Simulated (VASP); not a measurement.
# Au (Fm-3m) in VASP: a series of runs, part 2 of 2

VASP 6.6.1. Earlier steps stand in the parts before.

## 3. Single point, PBE (volume scaled by 1.06)

File INCAR:

```
SYSTEM = Au
  PREC = Accurate
  ENCUT = 520
  EDIFF = 1E-6
  ISMEAR = 0
  SIGMA = 0.3
  LREAL = .False.
  LASPH = .True.
  NELM = 80
  ALGO = Fast
  ISIF = 2
  LWAVE = .False.
  LCHARG = .False.
  GGA = PE
  NBANDS = 12
```

File KPOINTS:

```
Automatic mesh
0
Gamma
  18 18 18
  0 0 0
```

File POSCAR:

```
Au
1.0
    0.0000000000      2.1198926091      2.1198926091
    2.1198926091      0.0000000000      2.1198926091
    2.1198926091      2.1198926091      0.0000000000
Au
1
Direct
    0.0000000000      0.0000000000      0.0000000000
```

Potentials or basis: VASP PAW PBE potentials, release 64 (Au).

On the command line:

```
cat potpaw_PBE.64/Au/POTCAR > POTCAR
mpirun -np 1 vasp_std > vasp.out
```

OUTCAR:

```text
SYSTEM = Au
   PREC = Accurate
   ENCUT = 520
   EDIFF = 1E-6
   ISMEAR = 0
   LREAL = .False.
   LASPH = .True.
   NELM = 80
   ISIF = 2
   GGA = PE

 ion  position               nearest neighbor table
   1  0.000  0.000  0.000-

  LATTYP: Found a face centered cubic cell.
 ALAT       =     4.2397852182

  Lattice vectors:

 A1 = (   0.0000000000,   2.1198926091,   2.1198926091)
 A2 = (   2.1198926091,   0.0000000000,   2.1198926091)
 A3 = (   2.1198926091,   2.1198926091,   0.0000000000)

Analysis of symmetry for initial positions (statically):
=====================================================================
 Subroutine PRICEL returns:
 Original cell was already a primitive cell.

 Routine SETGRP: Setting up the symmetry group for a
 face centered cubic supercell.

 Subroutine GETGRP returns: Found 48 space group operations
 (whereof 48 operations were pure point group operations)
 out of a pool of 48 trial point group operations.

The static configuration has the point symmetry O_h .

Analysis of symmetry for dynamics (positions and initial velocities):
=====================================================================
 Subroutine PRICEL returns:
 Original cell was already a primitive cell.

 Routine SETGRP: Setting up the symmetry group for a
 face centered cubic supercell.

 Subroutine GETGRP returns: Found 48 space group operations
 (whereof 48 operations were pure point group operations)
 out of a pool of 48 trial point group operations.

The dynamic configuration has the point symmetry O_h .

 Subroutine INISYM returns: Found 48 space group operations
 (whereof 48 operations are pure point group operations),
 and found     1 'primitive' translations

----------------------------------------------------------------------------------------

                                     Primitive cell

  volume of cell :      19.0534

  direct lattice vectors                    reciprocal lattice vectors
     0.000000000  2.119892609  2.119892609    -0.235861004  0.235861004  0.235861004
     2.119892609  0.000000000  2.119892609     0.235861004 -0.235861004  0.235861004
     2.119892609  2.119892609  0.000000000     0.235861004  0.235861004 -0.235861004

  length of vectors
     2.997980879  2.997980879  2.997980879     0.408523243  0.408523243  0.408523243

  position of ions in fractional coordinates (direct lattice)
     0.000000000  0.000000000  0.000000000

  ion indices of the primitive-cell ions
   primitive index   ion index
                 1           1

----------------------------------------------------------------------------------------

 KPOINTS: Automatic mesh

Automatic generation of k-mesh.
 Grid dimensions read from file:
 generate k-points for:   18   18   18

 Generating k-lattice:

  Cartesian coordinates                     Fractional coordinates (reciprocal lattice)
    -0.013103389  0.013103389  0.013103389     0.055555556  0.000000000  0.000000000
     0.013103389 -0.013103389  0.013103389     0.000000000  0.055555556  0.000000000
     0.013103389  0.013103389 -0.013103389     0.000000000  0.000000000  0.055555556

  Length of vectors
     0.022695736  0.022695736  0.022695736

  Shift w.r.t. Gamma in fractional coordinates (k-lattice)
     0.000000000  0.000000000  0.000000000

 Subroutine IBZKPT returns following result:
 ===========================================

 Found    195 irreducible k-points:

 Following reciprocal coordinates:
            Coordinates               Weight
  0.000000  0.000000  0.000000      1.000000
  0.055556  0.000000  0.000000      8.000000
  0.111111  0.000000  0.000000      8.000000
  0.166667  0.000000  0.000000      8.000000
  0.222222  0.000000  0.000000      8.000000
  0.277778  0.000000  0.000000      8.000000
[... 16 lines left out ...]
 -0.277778  0.055556  0.000000     24.000000
 -0.222222  0.055556  0.000000     24.000000
 [... further k-points ...]
   k-points           NKPTS =    195   k-points in BZ     NKDIM =    195   number of bands    NBANDS=     12
   number of dos      NEDOS =    301   number of ions     NIONS =      1
   total plane-waves  NPLWV =  13824
   dimension x,y,z NGX =    24 NGY =   24 NGZ =   24
   dimension x,y,z NGXF=    48 NGYF=   48 NGZF=   48
   ions per type =               1
   NGX,Y,Z   is equivalent  to a cutoff of  13.31, 13.31, 13.31 a.u.
   NGXF,Y,Z  is equivalent  to a cutoff of  26.62, 26.62, 26.62 a.u.
 SYSTEM =  Au
   PREC   = accura    normal or accurate (medium, high low for compatibility)
   ISTART =      0    job   : 0-new  1-cont  2-samecut
   ICHARG =      2    charge: 1-file 2-atom 10-const
   ISPIN  =      1    spin polarized calculation?
   LNONCOLLINEAR =      F non collinear calculations
   LSORBIT =      F    spin-orbit coupling
   LASPH  =      T    aspherical Exc in radial PAW
   ENCUT  =  520.0 eV  38.22 Ry    6.18 a.u.   5.57  5.57  5.57*2*pi/ulx,y,z
   NELM   =     80;   NELMIN=  2; NELMDL= -5     # of ELM steps
   EDIFF  = 0.1E-05   stopping-criterion for ELM
   LREAL  =      F    real-space projection
   EDIFFG = 0.1E-04   stopping-criterion for IOM
   NSW    =      0    number of steps for IOM
   IBRION =     -1    ionic relax: 0-MD 1-quasi-New 2-CG
   NFREE  =      0    steps in history (QN), initial steepest desc. (CG)
   ISIF   =      2    stress and relaxation
   ISYM   =      2    0-nonsym 1-usesym 2-fastsym
   POTIM  = 0.5000    time-step for ionic-motion
   TEBEG  =    0.0;   TEEND  =   0.0 temperature during run
   PSTRESS=    0.0 pullay stress
   NELECT =      11.0000    total number of electrons
   NUPDOWN=      -1.0000    fix difference up-down
   EMIN   =  10.00;   EMAX   =-10.00  energy-range for DOS
   EFERMI =   0.00;   METHOD = LEGACY
   ISMEAR =     0;   SIGMA  =   0.30  broadening in eV -4-tet -1-fermi 0-gaus
   EFERMI_NEDOS =   21; number of points for ismear=-14 and -15
   IALGO  =     68    algorithm
   IMIX   =      4    mixing-type and parameters
     AMIX     =   0.40;   BMIX     =  1.00
     AMIX_MAG =   1.60;   BMIX_MAG =  1.00
  volume/ion in A,a.u.               =      19.05       128.58
  Fermi-wavevector in a.u.,A,eV,Ry     =   1.363165  2.576009 25.282614  1.858220
  Thomas-Fermi vector in A             =   2.489592
   LORBIT       =      0    0 simple, 1 ext, 2 COOP (PROOUT), +10 PAW based schemes
   GGA     = PE    functional components
   LHFCALC =     F    Hartree Fock is set to
   AEXX    =    0.0000 exact exchange contribution
   IVDW    =     0    specifies the selected vdW correction
   LEPSILON=     F    determine dielectric tensor
   LRPA    =     F    only Hartree local field effects (RPA)
 non-spin polarized calculation
 RMM-DIIS sequential band-by-band and
 Gauss-broadening in eV      SIGMA  =   0.30
  energy-cutoff  :      520.00
  volume of cell :       19.05
 maximum number of plane-waves:       532
   NGX = 11   NGY = 11   NGZ = 11

 number of electron      10.9999999 magnetization

 Free energy of the ion-electron system (eV)
  ---------------------------------------------------
  ext. energy  EPLUGINS =         0.00000000
  ---------------------------------------------------
  free energy    TOTEN  =        -3.20218659 eV

  energy without entropy =       -3.18926328  energy(sigma->0) =       -3.19572493

 E-fermi :   7.7038     XC(G=0): -12.0572

 val. band max:        7.6201856733   @ k =   0.5000   0.2778   0.1111
 cond. band min:       7.7067365507   @ k =   0.5000   0.1667   0.0556
 fundamental gap:      0.0865508774
 Fermi energy:         7.7038341880

 k-point     1 :       0.0000    0.0000    0.0000
  band No.  band energies     occupation
      1      -1.0103      2.00000
      2       3.5849      2.00000
      3       3.5849      2.00000
      4       3.5849      2.00000
      5       4.8263      2.00000
      6       4.8263      2.00000
      7      22.3384      0.00000
      8      25.6933      0.00000
      9      25.6933      0.00000
     10      25.6933      0.00000
     11      30.2641      0.00000
     12      33.7989      0.00000
[... 331 lines left out ...]
 k-point    24 :      -0.2222    0.0556    0.0000
  band No.  band energies     occupation
      1       0.6315      2.00000
      2       3.3920      2.00000
      3       3.8453      2.00000
      4       3.8722      2.00000
      5       4.7614      2.00000
      6       5.1556      2.00000
      7      18.5683      0.00000
      8      23.0501      0.00000
      9      25.1869      0.00000
     10      27.7575      0.00000
     11      27.7837      0.00000
     12      29.5119      0.00000

 [... further k-points ...]
[... 5 lines left out ...]
  --------------------------------------------------------------------------------------
  -------------------------------------------------------------------------------------
  Total       -0.8266527     -0.8266527     -0.8266527      0.0000000      0.0000000      0.0000000
  in kB      -69.5123681    -69.5123681    -69.5123681      0.0000000      0.0000000      0.0000000
  external PRESSURE =     -69.5123681 kB  Pullay stress =       0.0000000 kB

 VOLUME and BASIS-vectors are now :
 -----------------------------------------------------------------------------
  energy-cutoff  :      520.00
  volume of cell :       19.05
      direct lattice vectors                 reciprocal lattice vectors
     0.000000000  2.119892609  2.119892609    -0.235861004  0.235861004  0.235861004
     2.119892609  0.000000000  2.119892609     0.235861004 -0.235861004  0.235861004
     2.119892609  2.119892609  0.000000000     0.235861004  0.235861004 -0.235861004

 POSITION                                       TOTAL-FORCE (eV/Angst)
 -----------------------------------------------------------------------------------
      0.00000      0.00000      0.00000         0.000000     -0.000000      0.000000
 -----------------------------------------------------------------------------------
    total drift:                                0.000000      0.000000     -0.000000

  FREE ENERGIE OF THE ION-ELECTRON SYSTEM (eV)
  ---------------------------------------------------
  free  energy   TOTEN  =        -3.2021865855 eV

  energy  without entropy=       -3.1892632796  energy(sigma->0) =       -3.19572493
```

stdout:

```text
POSCAR found type information on POSCAR Au
 POSCAR found :  1 types and       1 ions
 scaLAPACK will be used
 LDA part: xc-table for (Slater+PW92), standard interpolation
 POSCAR, INCAR and KPOINTS ok, starting setup
 FFT: planning ... GRIDC
 FFT: planning ... GRID_SOFT
 FFT: planning ... GRID
 WAVECAR not read
 entering main loop
```

Wall time 22 s (1 thread of Intel Xeon Platinum 8488C (Sapphire Rapids), shared host); peak memory 0.17 GiB.

Results:

```
Free energy : -3.2022 eV
Pressure    : -7.0 GPa
```

Caveat: spin-orbit coupling is left out, which moves the levels of the heavy elements.
